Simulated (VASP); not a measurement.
# WSe2 in VASP: relaxation of the atoms with PBE+D3(BJ)

Aim: the relaxation of the atoms of WSe2 with PBE+D3(BJ).

All numbers are computed with VASP 6.6.1; they aren't measurements. Logs are shortened: lines on timing, memory, paths and dates and some standing lists are left out, and cuts for length are marked.

### 1 The cell of the first run

The cell holds a slab with vacuum, 6 atoms: a = 3.285 Å, b = 3.285 Å, c = 24.239 Å, α = 90.00°, β = 90.00°, γ = 120.00°.

### 2 Relaxation of the atoms, PBE+D3(BJ) (layers slid over each other)

Input file INCAR:

```
PREC = Accurate
ENCUT = 520
EDIFF = 1E-6
ISMEAR = 0
SIGMA = 0.05
LREAL = False
LASPH = True
NELM = 100
ALGO = Normal
ISIF = 2
LWAVE = False
LCHARG = False
LDIPOL = True
IDIPOL = 3
DIPOL = 0.5 0.5 0.393
GGA = PE
IVDW = 12
IBRION = 2
NSW = 40
EDIFFG = -0.003
KPAR = 2
```

Input file KPOINTS:

```
regular mesh
0
Gamma
  9 9 1
```

Input file POSCAR:

```
WSe2
1.0
    3.2854928007      0.0000000000      0.0000000000
   -1.6427464003      2.8453202293      0.0000000000
    0.0000000000      0.0000000000     24.2386464730
Se W
4 2
Selective dynamics
Direct
    0.3333333333      0.6666666667      0.1856539310  F F F
    0.3333333333      0.6666666667      0.3245672828  F F T
    0.6666666667      0.8333333333      0.4622136893  F F T
    0.6666666667      0.8333333333      0.6011243038  F F T
    0.6666666667      0.3333333333      0.2551426103  F F T
    0.3333333333      1.1666666667      0.5316363593  F F T
```

Potentials or basis: VASP PAW PBE potentials, release 64 (Se, W_sv).

On the command line:

```bash
> cat potpaw_PBE.64/Se/POTCAR potpaw_PBE.64/W_sv/POTCAR > POTCAR
> mpirun -np 2 vasp_std > vasp.out
```

OUTCAR:

```text
PREC = Accurate
   ENCUT = 520
   EDIFF = 1E-6
   ISMEAR = 0
   LREAL = False
   LASPH = True
   NELM = 100
   ISIF = 2
   GGA = PE
   IVDW = 12
   IBRION = 2
   NSW = 40
   EDIFFG = -0.003
 IVDW          = 12

 ion  position               nearest neighbor table
   1  0.333  0.667  0.186-   5 2.54   5 2.54   5 2.54
   2  0.333  0.667  0.325-   5 2.54   5 2.54   5 2.54
   3  0.667  0.833  0.462-   6 2.54   6 2.54   6 2.54
   4  0.667  0.833  0.601-   6 2.54   6 2.54   6 2.54
   5  0.667  0.333  0.255-   2 2.54   2 2.54   2 2.54   1 2.54   1 2.54   1 2.54
   6  0.333  0.167  0.532-   3 2.54   3 2.54   3 2.54   4 2.54   4 2.54   4 2.54

  LATTYP: Found a hexagonal cell.
 ALAT       =     3.2854928007
 C/A-ratio  =     7.3774766659

  Lattice vectors:

 A1 = (   3.2854928007,   0.0000000000,   0.0000000000)
 A2 = (  -1.6427464003,   2.8453202293,   0.0000000000)
 A3 = (   0.0000000000,   0.0000000000,  24.2386464730)

Analysis of symmetry for initial positions (statically):
=====================================================================
 Subroutine PRICEL returns:
 Original cell was already a primitive cell.

 Routine SETGRP: Setting up the symmetry group for a
 hexagonal supercell.

 Subroutine GETGRP returns: Found  4 space group operations
 (whereof  2 operations were pure point group operations)
 out of a pool of 24 trial point group operations.

The static configuration has the point symmetry C_1h.
 The point group associated with its full space group is C_2h.

Analysis of symmetry for dynamics (positions and initial velocities):
=====================================================================
 Subroutine PRICEL returns:
 Original cell was already a primitive cell.

 Routine SETGRP: Setting up the symmetry group for a
 hexagonal supercell.

 Subroutine GETGRP returns: Found  4 space group operations
 (whereof  2 operations were pure point group operations)
 out of a pool of 24 trial point group operations.

The dynamic configuration has the point symmetry C_1h.
 The point group associated with its full space group is C_2h.

Analysis of constrained symmetry for selective dynamics:
=====================================================================
 Subroutine PRICEL returns:
 Original cell was already a primitive cell.

 Routine SETGRP: Setting up the symmetry group for a
 hexagonal supercell.

 Subroutine GETGRP returns: Found  2 space group operations
 (whereof  2 operations were pure point group operations)
 out of a pool of 24 trial point group operations.

The constrained configuration has the point symmetry C_1h.

 Subroutine INISYM returns: Found  2 space group operations
 (whereof  2 operations are pure point group operations),
 and found     1 'primitive' translations

----------------------------------------------------------------------------------------

                                     Primitive cell

  volume of cell :     226.5896

  direct lattice vectors                    reciprocal lattice vectors
     3.285492801  0.000000000  0.000000000     0.304368343  0.175727145  0.000000000
    -1.642746400  2.845320229  0.000000000     0.000000000  0.351454290  0.000000000
     0.000000000  0.000000000 24.238646473     0.000000000  0.000000000  0.041256429

  length of vectors
     3.285492801  3.285492801 24.238646473     0.351454290  0.351454290  0.041256429

  position of ions in fractional coordinates (direct lattice)
     0.333333333  0.666666667  0.185653931
     0.333333333  0.666666667  0.324567283
     0.666666667  0.833333333  0.462213689
     0.666666667  0.833333333  0.601124304
     0.666666667  0.333333333  0.255142610
     0.333333333  0.166666667  0.531636359

  ion indices of the primitive-cell ions
   primitive index   ion index
                 1           1
                 2           2
                 3           3
                 4           4
                 5           5
                 6           6

----------------------------------------------------------------------------------------

 KPOINTS: regular mesh

Automatic generation of k-mesh.
 Grid dimensions read from file:
 generate k-points for:    9    9    1

 Generating k-lattice:

  Cartesian coordinates                     Fractional coordinates (reciprocal lattice)
     0.033818705  0.019525238  0.000000000     0.111111111  0.000000000  0.000000000
     0.000000000  0.039050477  0.000000000     0.000000000  0.111111111  0.000000000
     0.000000000  0.000000000  0.041256429     0.000000000  0.000000000  1.000000000

  Length of vectors
     0.039050477  0.039050477  0.041256429

  Shift w.r.t. Gamma in fractional coordinates (k-lattice)
     0.000000000  0.000000000  0.000000000

 Subroutine IBZKPT returns following result:
 ===========================================

 Found     25 irreducible k-points:

 Following reciprocal coordinates:
            Coordinates               Weight
  0.000000  0.000000  0.000000      1.000000
  0.111111  0.000000  0.000000      2.000000
  0.000000  0.111111  0.000000      4.000000
  0.222222  0.000000  0.000000      2.000000
  0.000000  0.222222  0.000000      4.000000
  0.333333  0.000000  0.000000      2.000000
[... 16 lines left out ...]
 -0.222222 -0.444444  0.000000      4.000000
  0.444444  0.333333  0.000000      4.000000
   k-points           NKPTS =     25   k-points in BZ     NKDIM =     25   number of bands    NBANDS=     31
   number of dos      NEDOS =    301   number of ions     NIONS =      6
   total plane-waves  NPLWV = 103680
   dimension x,y,z NGX =    24 NGY =   24 NGZ =  180
   dimension x,y,z NGXF=    48 NGYF=   48 NGZF=  360
   ions per type =               4   2
   NGX,Y,Z   is equivalent  to a cutoff of  12.14, 12.14, 12.35 a.u.
   NGXF,Y,Z  is equivalent  to a cutoff of  24.29, 24.29, 24.69 a.u.
 SYSTEM =  unknown system
   PREC   = accura    normal or accurate (medium, high low for compatibility)
   ISTART =      0    job   : 0-new  1-cont  2-samecut
   ICHARG =      2    charge: 1-file 2-atom 10-const
   ISPIN  =      1    spin polarized calculation?
   LNONCOLLINEAR =      F non collinear calculations
   LSORBIT =      F    spin-orbit coupling
   LASPH  =      T    aspherical Exc in radial PAW
   ENCUT  =  520.0 eV  38.22 Ry    6.18 a.u.   6.11  6.11 45.07*2*pi/ulx,y,z
   NELM   =    100;   NELMIN=  2; NELMDL= -5     # of ELM steps
   EDIFF  = 0.1E-05   stopping-criterion for ELM
   LREAL  =      F    real-space projection
   EDIFFG = -.3E-02   stopping-criterion for IOM
   NSW    =     40    number of steps for IOM
   IBRION =      2    ionic relax: 0-MD 1-quasi-New 2-CG
   NFREE  =      1    steps in history (QN), initial steepest desc. (CG)
   ISIF   =      2    stress and relaxation
   ISYM   =      2    0-nonsym 1-usesym 2-fastsym
   POTIM  = 0.5000    time-step for ionic-motion
   TEBEG  =    0.0;   TEEND  =   0.0 temperature during run
   PSTRESS=    0.0 pullay stress
   NELECT =      52.0000    total number of electrons
   NUPDOWN=      -1.0000    fix difference up-down
   EMIN   =  10.00;   EMAX   =-10.00  energy-range for DOS
   EFERMI =   0.00;   METHOD = LEGACY
   ISMEAR =     0;   SIGMA  =   0.05  broadening in eV -4-tet -1-fermi 0-gaus
   EFERMI_NEDOS =   21; number of points for ismear=-14 and -15
   IALGO  =     38    algorithm
   IMIX   =      4    mixing-type and parameters
     AMIX     =   0.40;   BMIX     =  1.00
     AMIX_MAG =   1.60;   BMIX_MAG =  1.00
  volume/ion in A,a.u.               =      37.76       254.85
  Fermi-wavevector in a.u.,A,eV,Ry     =   1.002296  1.894065 13.668372  1.004597
  Thomas-Fermi vector in A             =   2.134774
   LORBIT       =      0    0 simple, 1 ext, 2 COOP (PROOUT), +10 PAW based schemes
   GGA     = PE    functional components
   LHFCALC =     F    Hartree Fock is set to
   AEXX    =    0.0000 exact exchange contribution
   IVDW    =    12    specifies the selected vdW correction
   LEPSILON=     F    determine dielectric tensor
   LRPA    =     F    only Hartree local field effects (RPA)
 conjugate gradient relaxation of ions
 non-spin polarized calculation
 Gauss-broadening in eV      SIGMA  =   0.05
  energy-cutoff  :      520.00
  volume of cell :      226.59
 maximum number of plane-waves:      6144
   NGX = 13   NGY = 13   NGZ = 91

--------------------------------------- Ionic step        1  -------------------------------------------

 number of electron      51.9999993 magnetization

 Free energy of the ion-electron system (eV)
  ---------------------------------------------------
  ext. energy  EPLUGINS =         0.00000000
  ---------------------------------------------------
  free energy    TOTEN  =       -43.14728011 eV

  energy without entropy =      -43.14728011  energy(sigma->0) =      -43.14728011

------------------------ aborting loop because EDIFF is reached ----------------------------------------

 Edisp (eV)   -2.35526

 E8    (eV) :    -1.0824
[... 117 lines left out ...]
  FREE ENERGIE OF THE ION-ELECTRON SYSTEM (eV)
  ---------------------------------------------------
  free  energy   TOTEN  =       -45.5026241175 eV

  energy  without entropy=      -45.5026241175  energy(sigma->0) =      -45.50262412

[... ionic steps 4 to 28 ...]

--------------------------------------- Ionic step       29  -------------------------------------------

 number of electron      51.9999991 magnetization

------------------------ aborting loop because EDIFF is reached ----------------------------------------
[... 77 lines left out ...]
  FREE ENERGIE OF THE ION-ELECTRON SYSTEM (eV)
  ---------------------------------------------------
  free  energy   TOTEN  =       -45.5044258674 eV

  energy  without entropy=      -45.5044258674  energy(sigma->0) =      -45.50442587

 dipolmoment           0.000000      0.000000     -0.000006 electrons x Angstroem

--------------------------------------- Ionic step       31  -------------------------------------------

 number of electron      51.9999991 magnetization

 dipolmoment           0.000000      0.000000      0.000004 electrons x Angstroem

 Free energy of the ion-electron system (eV)
  ---------------------------------------------------
  ext. energy  EPLUGINS =         0.00000000
  ---------------------------------------------------
  free energy    TOTEN  =       -43.16647129 eV

  energy without entropy =      -43.16647129  energy(sigma->0) =      -43.16647129

 E-fermi :   1.3228     XC(G=0):  -6.2454

 val. band max:        0.8721359020   @ k =   0.3333   0.3333   0.0000
 cond. band min:       2.3929566303   @ k =  -0.3333   0.2222   0.0000
 fundamental gap:      1.5208207284
 Fermi energy:         1.3228332022

 k-point     1 :       0.0000    0.0000    0.0000
  band No.  band energies     occupation
      1     -73.1779      2.00000
      2     -73.1778      2.00000
      3     -37.4245      2.00000
      4     -37.4244      2.00000
      5     -37.2881      2.00000
      6     -37.2880      2.00000
[... 805 lines left out ...]
     30       3.8494      0.00000
     31       3.9369      0.00000

 [... further k-points ...]

------------------------ aborting loop because EDIFF is reached ----------------------------------------

 vacuum level on the upper side and lower side of the slab       (xc-potential included)        -0.060        -0.048

 Edisp (eV)   -2.33796

 E8    (eV) :    -1.0744

  FORCE on cell =-STRESS in cart. coord.  units (eV):
  Direction    XX          YY          ZZ          XY          YZ          ZX
  --------------------------------------------------------------------------------------
  -------------------------------------------------------------------------------------
  Total      -0.01384    -0.08031    -0.05144     0.05756     0.12653     0.21916
  in kB      -0.09789    -0.56785    -0.36371     0.40700     0.89467     1.54962
  external pressure =       -0.34 kB  Pullay stress =        0.00 kB
[... 21 lines left out ...]
  FREE ENERGIE OF THE ION-ELECTRON SYSTEM (eV)
  ---------------------------------------------------
  free  energy   TOTEN  =       -45.5044265455 eV

  energy  without entropy=      -45.5044265455  energy(sigma->0) =      -45.50442655

 reached required accuracy - stopping structural energy minimisation

 vacuum level on the upper side and lower side of the slab         5.846         5.853
```

Run time: 15 min. Hardware: 2 MPI ranks of Intel Xeon Platinum 8488C (Sapphire Rapids), shared host; peak memory 0.41 GiB.

Results:

| Item | Value |
| --- | --- |
| Free energy | -45.5044 eV |
| Energy gained by relaxing | 0.3 meV/atom |
| Ionic steps | 31 |
| Band gap on the k mesh | 1.52 eV (least direct gap 1.66 eV) |
| Dispersion energy per atom | -0.390 eV |

Step by step:
```
step  energy change (eV)  largest force on free atoms (eV/Å)  pressure (GPa)
   1              0.0000                              0.0488            0.14
   2             -0.0001                              0.0247            0.10
   3             -0.0001                              0.0325            0.09
   4             -0.0001                              0.0349            0.08
   5             -0.0001                              0.0440            0.07
   6             -0.0002                              0.0425            0.07
   7             -0.0003                              0.0364            0.07
   8             -0.0005                              0.0285            0.06
   9             -0.0008                              0.0519            0.06
  10             -0.0010                              0.0995            0.04
  11             -0.0011                              0.0961            0.04
  12             -0.0012                              0.0866            0.03
  13             -0.0013                              0.0683            0.02
  14             -0.0015                              0.0297            0.00
  15             -0.0015                              0.0804           -0.04
  16             -0.0016                              0.0484           -0.02
  17             -0.0017                              0.0457           -0.03
  18             -0.0018                              0.0385           -0.05
  19             -0.0018                              0.0237           -0.09
  20             -0.0018                              0.0265           -0.08
  21             -0.0019                              0.0122           -0.07
  22             -0.0019                              0.0223           -0.05
  23             -0.0019                              0.0071           -0.04
  24             -0.0019                              0.0054           -0.03
  25             -0.0019                              0.0097           -0.03
  26             -0.0019                              0.0067           -0.03
  27             -0.0019                              0.0060           -0.03
  28             -0.0019                              0.0031           -0.03
  29             -0.0019                              0.0036           -0.03
  30             -0.0019                              0.0034           -0.03
  31             -0.0019                              0.0006           -0.03
```

Final structure:
```cif
data_structure
_symmetry_space_group_name_H-M 'P 1'
_symmetry_Int_Tables_number 1
_cell_length_a 3.2855
_cell_length_b 3.2855
_cell_length_c 24.2386
_cell_angle_alpha 90.000
_cell_angle_beta 90.000
_cell_angle_gamma 120.000
_cell_volume 226.59
loop_
_atom_site_label
_atom_site_type_symbol
_atom_site_fract_x
_atom_site_fract_y
_atom_site_fract_z
_atom_site_occupancy
Se1 Se 0.33333 0.66667 0.18565 1
Se2 Se 0.33333 0.66667 0.32480 1
Se3 Se 0.66667 0.83333 0.46568 1
Se4 Se 0.66667 0.83333 0.60483 1
W1 W 0.66667 0.33333 0.25526 1
W2 W 0.33333 0.16667 0.53522 1
```

Levels at points of the mesh, in eV from the valence-band top:
| k point | band 23 | band 24 | band 25 | band 26 | band 27 | band 28 | band 29 | band 30 |
| --- | --- | --- | --- | --- | --- | --- | --- | --- |
| (0.00, 0.00, 0.00) | -1.17 | -1.17 | -0.61 | -0.04 | 2.96 | 2.97 | 2.98 | 2.98 |

Caveat: the cell differs from its parent crystal (layers slid over each other); spin-orbit coupling is left out, which moves the levels of the heavy elements.
